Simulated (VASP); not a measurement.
# Pb (Im-3m) in VASP: single point with LDA

Aim: the single point of Pb with LDA.

Program: VASP 6.6.1. These are calculated values, not measurements. Logs are shortened: lines on timing, memory, paths and dates and some standing lists are left out, and cuts for length are marked.

## Step 1: The cell of the first run

Symmetry: Im-3m, No. 229, cubic system. Conventional cell: a = 3.959 Å, b = 3.959 Å, c = 3.959 Å, α = 90.00°, β = 90.00°, γ = 90.00°. Within 4.5 Å of Pb (site symmetry m-3m) lie 14 Pb at 3.43 to 3.96 Å.

## Step 2: Single point, LDA

Contents of INCAR:

```
PREC     = Accurate       # precision mode
ENCUT    = 520            # plane-wave cutoff, eV
EDIFF    = 1E-7           # SCF threshold, eV
ISMEAR   = -1             # smearing method
SIGMA    = 0.1            # smearing width, eV
LREAL    = False          # projectors in reciprocal space
LASPH    = True           # aspherical terms in the spheres
NELM     = 80             # most SCF steps
ALGO     = Normal         # electronic algorithm
ISIF     = 2              # what is computed and relaxed
LWAVE    = False          # write WAVECAR
LCHARG   = False          # write CHGCAR
GGA      = CA             # functional
NBANDS   = 13             # bands
```

Contents of KPOINTS:

```
Automatic mesh
0
Gamma
  8 8 8
```

Contents of POSCAR:

```
Pb
1.0
   -1.9796600000      1.9796600000      1.9796600000
    1.9796600000     -1.9796600000      1.9796600000
    1.9796600000      1.9796600000     -1.9796600000
Pb
1
Direct
    0.0000000000      0.0000000000      0.0000000000
```

Potentials or basis: VASP PAW LDA potentials, release 64 (Pb_d).

On the command line:

```
$ cat potpaw_LDA.64/Pb_d/POTCAR > POTCAR
$ mpirun -np 1 vasp_std > vasp.out
```

OUTCAR:

```text
PREC = Accurate
   ENCUT = 520
   EDIFF = 1E-7
   ISMEAR = -1
   LREAL = False
   LASPH = True
   NELM = 80
   ISIF = 2
   GGA = CA

 ion  position               nearest neighbor table
   1  0.000  0.000  0.000-

  LATTYP: Found a body centered cubic cell.
 ALAT       =     3.9593200000

  Lattice vectors:

 A1 = (  -1.9796600000,   1.9796600000,   1.9796600000)
 A2 = (   1.9796600000,  -1.9796600000,   1.9796600000)
 A3 = (   1.9796600000,   1.9796600000,  -1.9796600000)

Analysis of symmetry for initial positions (statically):
=====================================================================
 Subroutine PRICEL returns:
 Original cell was already a primitive cell.

 Routine SETGRP: Setting up the symmetry group for a
 body centered cubic supercell.

 Subroutine GETGRP returns: Found 48 space group operations
 (whereof 48 operations were pure point group operations)
 out of a pool of 48 trial point group operations.

The static configuration has the point symmetry O_h .

Analysis of symmetry for dynamics (positions and initial velocities):
=====================================================================
 Subroutine PRICEL returns:
 Original cell was already a primitive cell.

 Routine SETGRP: Setting up the symmetry group for a
 body centered cubic supercell.

 Subroutine GETGRP returns: Found 48 space group operations
 (whereof 48 operations were pure point group operations)
 out of a pool of 48 trial point group operations.

The dynamic configuration has the point symmetry O_h .

 Subroutine INISYM returns: Found 48 space group operations
 (whereof 48 operations are pure point group operations),
 and found     1 'primitive' translations

----------------------------------------------------------------------------------------

                                     Primitive cell

  volume of cell :      31.0336

  direct lattice vectors                    reciprocal lattice vectors
    -1.979660000  1.979660000  1.979660000     0.000000000  0.252568623  0.252568623
     1.979660000 -1.979660000  1.979660000     0.252568623  0.000000000  0.252568623
     1.979660000  1.979660000 -1.979660000     0.252568623  0.252568623  0.000000000

  length of vectors
     3.428871702  3.428871702  3.428871702     0.357185972  0.357185972  0.357185972

  position of ions in fractional coordinates (direct lattice)
     0.000000000  0.000000000  0.000000000

  ion indices of the primitive-cell ions
   primitive index   ion index
                 1           1

----------------------------------------------------------------------------------------

 KPOINTS: Automatic mesh

Automatic generation of k-mesh.
 Grid dimensions read from file:
 generate k-points for:    8    8    8

 Generating k-lattice:

  Cartesian coordinates                     Fractional coordinates (reciprocal lattice)
     0.000000000  0.031571078  0.031571078     0.125000000  0.000000000  0.000000000
     0.031571078  0.000000000  0.031571078     0.000000000  0.125000000  0.000000000
     0.031571078  0.031571078  0.000000000     0.000000000  0.000000000  0.125000000

  Length of vectors
     0.044648246  0.044648246  0.044648246

  Shift w.r.t. Gamma in fractional coordinates (k-lattice)
     0.000000000  0.000000000  0.000000000

 Subroutine IBZKPT returns following result:
 ===========================================

 Found     29 irreducible k-points:

 Following reciprocal coordinates:
            Coordinates               Weight
  0.000000  0.000000  0.000000      1.000000
  0.125000  0.000000  0.000000     12.000000
  0.250000  0.000000  0.000000     12.000000
  0.375000  0.000000  0.000000     12.000000
  0.500000  0.000000  0.000000      6.000000
  0.125000  0.125000  0.000000     24.000000
[... 16 lines left out ...]
 -0.250000  0.250000  0.250000      6.000000
 -0.375000  0.375000  0.250000     24.000000
 [... further k-points ...]
   k-points           NKPTS =     29   k-points in BZ     NKDIM =     29   number of bands    NBANDS=     13
   number of dos      NEDOS =    301   number of ions     NIONS =      1
   total plane-waves  NPLWV =  21952
   dimension x,y,z NGX =    28 NGY =   28 NGZ =   28
   dimension x,y,z NGXF=    56 NGYF=   56 NGZF=   56
   ions per type =               1
   NGX,Y,Z   is equivalent  to a cutoff of  13.58, 13.58, 13.58 a.u.
   NGXF,Y,Z  is equivalent  to a cutoff of  27.15, 27.15, 27.15 a.u.
 SYSTEM =  unknown system
   PREC   = accura    normal or accurate (medium, high low for compatibility)
   ISTART =      0    job   : 0-new  1-cont  2-samecut
   ICHARG =      2    charge: 1-file 2-atom 10-const
   ISPIN  =      1    spin polarized calculation?
   LNONCOLLINEAR =      F non collinear calculations
   LSORBIT =      F    spin-orbit coupling
   LASPH  =      T    aspherical Exc in radial PAW
   ENCUT  =  520.0 eV  38.22 Ry    6.18 a.u.   6.38  6.38  6.38*2*pi/ulx,y,z
   NELM   =     80;   NELMIN=  2; NELMDL= -5     # of ELM steps
   EDIFF  = 0.1E-06   stopping-criterion for ELM
   LREAL  =      F    real-space projection
   EDIFFG = 0.1E-05   stopping-criterion for IOM
   NSW    =      0    number of steps for IOM
   IBRION =     -1    ionic relax: 0-MD 1-quasi-New 2-CG
   NFREE  =      0    steps in history (QN), initial steepest desc. (CG)
   ISIF   =      2    stress and relaxation
   ISYM   =      2    0-nonsym 1-usesym 2-fastsym
   POTIM  = 0.5000    time-step for ionic-motion
   TEBEG  =    0.0;   TEEND  =   0.0 temperature during run
   PSTRESS=    0.0 pullay stress
   NELECT =      14.0000    total number of electrons
   NUPDOWN=      -1.0000    fix difference up-down
   EMIN   =  10.00;   EMAX   =-10.00  energy-range for DOS
   EFERMI =   0.00;   METHOD = LEGACY
   ISMEAR =    -1;   SIGMA  =   0.10  broadening in eV -4-tet -1-fermi 0-gaus
   EFERMI_NEDOS =   21; number of points for ismear=-14 and -15
   IALGO  =     38    algorithm
   IMIX   =      4    mixing-type and parameters
     AMIX     =   0.40;   BMIX     =  1.00
     AMIX_MAG =   1.60;   BMIX_MAG =  1.00
  volume/ion in A,a.u.               =      31.03       209.42
  Fermi-wavevector in a.u.,A,eV,Ry     =   1.255568  2.372679 21.448918  1.576451
  Thomas-Fermi vector in A             =   2.389318
   LORBIT       =      0    0 simple, 1 ext, 2 COOP (PROOUT), +10 PAW based schemes
   GGA     = CA    functional components
   LHFCALC =     F    Hartree Fock is set to
   AEXX    =    0.0000 exact exchange contribution
   IVDW    =     0    specifies the selected vdW correction
   LEPSILON=     F    determine dielectric tensor
   LRPA    =     F    only Hartree local field effects (RPA)
 non-spin polarized calculation
  energy-cutoff  :      520.00
  volume of cell :       31.03
 maximum number of plane-waves:       887
 NGX is ok and might be reduce to    28
   NGX = 13   NGY = 13   NGZ = 13

 number of electron      14.0000002 magnetization

 Free energy of the ion-electron system (eV)
  ---------------------------------------------------
  ext. energy  EPLUGINS =         0.00000000
  ---------------------------------------------------
  free energy    TOTEN  =        -4.22400686 eV

  energy without entropy =       -4.21397879  energy(sigma->0) =       -4.21899282

 E-fermi :   6.7050     XC(G=0): -10.3473

 val. band max:        6.3776363388   @ k =   0.5000   0.5000   0.5000
 cond. band min:       6.7595112004   @ k =   0.5000   0.5000   0.3750
 fundamental gap:      0.3818748615
 Fermi energy:         6.7050235235

 k-point     1 :       0.0000    0.0000    0.0000
  band No.  band energies     occupation
      1     -10.2935      2.00000
      2     -10.2935      2.00000
      3     -10.2935      2.00000
      4     -10.0644      2.00000
      5     -10.0644      2.00000
      6      -4.8632      2.00000
      7      14.1089      0.00000
      8      14.1089      0.00000
      9      14.1089      0.00000
     10      17.8752      0.00000
     11      17.8752      0.00000
     12      17.8752      0.00000
     13      18.3934      0.00000

 k-point     2 :       0.1250    0.0000    0.0000
  band No.  band energies     occupation
      1     -10.3052      2.00000
      2     -10.2796      2.00000
      3     -10.2417      2.00000
      4     -10.0768      2.00000
      5     -10.0654      2.00000
      6      -4.5531      2.00000
      7      11.5499      0.00000
      8      13.1974      0.00000
      9      13.7227      0.00000
     10      16.4477      0.00000
     11      17.1942      0.00000
     12      17.7164      0.00000
     13      19.6770      0.00000

 k-point     3 :       0.2500    0.0000    0.0000
  band No.  band energies     occupation
      1     -10.3335      2.00000
      2     -10.2629      2.00000
      3     -10.1137      2.00000
      4     -10.0952      2.00000
      5     -10.0681      2.00000
      6      -3.6308      2.00000
      7       7.7832      0.00004
      8      11.6557      0.00000
      9      12.8380      0.00000
     10      15.1829      0.00000
     11      16.3550      0.00000
     12      18.3053      0.00000
     13      20.3315      0.00000
[... 305 lines left out ...]
 k-point    23 :      -0.2500    0.2500    0.2500
  band No.  band energies     occupation
      1     -10.2006      2.00000
      2     -10.1593      2.00000
      3     -10.1593      2.00000
      4     -10.1270      2.00000
      5     -10.1227      2.00000
      6      -2.4466      2.00000
      7       7.7935      0.00004
      8       9.2692      0.00000
      9       9.2692      0.00000
     10      13.1594      0.00000
     11      19.9367      0.00000
     12      19.9367      0.00000
     13      20.2890      0.00000

 k-point    24 :      -0.3750    0.3750    0.2500
  band No.  band energies     occupation
      1     -10.2488      2.00000
      2     -10.1832      2.00000
      3     -10.1648      2.00000
      4     -10.0935      2.00000
      5     -10.0018      2.00000
      6      -1.1201      2.00000
      7       5.5781      1.99997
      8       8.2006      0.00000
      9       8.9093      0.00000
     10      13.1929      0.00000
     11      17.3751      0.00000
     12      19.6996      0.00000
     13      19.7273      0.00000

 [... further k-points ...]

------------------------ aborting loop because EDIFF is reached ----------------------------------------

  FORCE on cell =-STRESS in cart. coord.  units (eV):
  Direction    XX          YY          ZZ          XY          YZ          ZX
  --------------------------------------------------------------------------------------
  -------------------------------------------------------------------------------------
  Total       -0.5563458     -0.5563458     -0.5563458      0.0000000      0.0000000     -0.0000000
  in kB      -28.7225894    -28.7225894    -28.7225894      0.0000000      0.0000000     -0.0000000
  external PRESSURE =     -28.7225894 kB  Pullay stress =       0.0000000 kB

 VOLUME and BASIS-vectors are now :
 -----------------------------------------------------------------------------
  energy-cutoff  :      520.00
  volume of cell :       31.03
      direct lattice vectors                 reciprocal lattice vectors
    -1.979660000  1.979660000  1.979660000     0.000000000  0.252568623  0.252568623
     1.979660000 -1.979660000  1.979660000     0.252568623  0.000000000  0.252568623
     1.979660000  1.979660000 -1.979660000     0.252568623  0.252568623  0.000000000

 POSITION                                       TOTAL-FORCE (eV/Angst)
 -----------------------------------------------------------------------------------
      0.00000      0.00000      0.00000        -0.000000      0.000000     -0.000000
 -----------------------------------------------------------------------------------
    total drift:                               -0.000000     -0.000000     -0.000000

  FREE ENERGIE OF THE ION-ELECTRON SYSTEM (eV)
  ---------------------------------------------------
  free  energy   TOTEN  =        -4.2240068581 eV

  energy  without entropy=       -4.2139787851  energy(sigma->0) =       -4.21899282
```

It took 21 s on 1 thread of Intel Xeon 6975P-C, shared host; peak memory 0.14 GiB.

Results:

```yaml
Free_energy: -4.2240 eV
Pressure: -2.9 GPa
Band_gap_on_the_k_mesh: zero (band 7 reaches 14.11 eV, above the bottom of band 8 at 4.89 eV)
```

Caveat: spin-orbit coupling is left out, which moves the levels of the heavy elements.
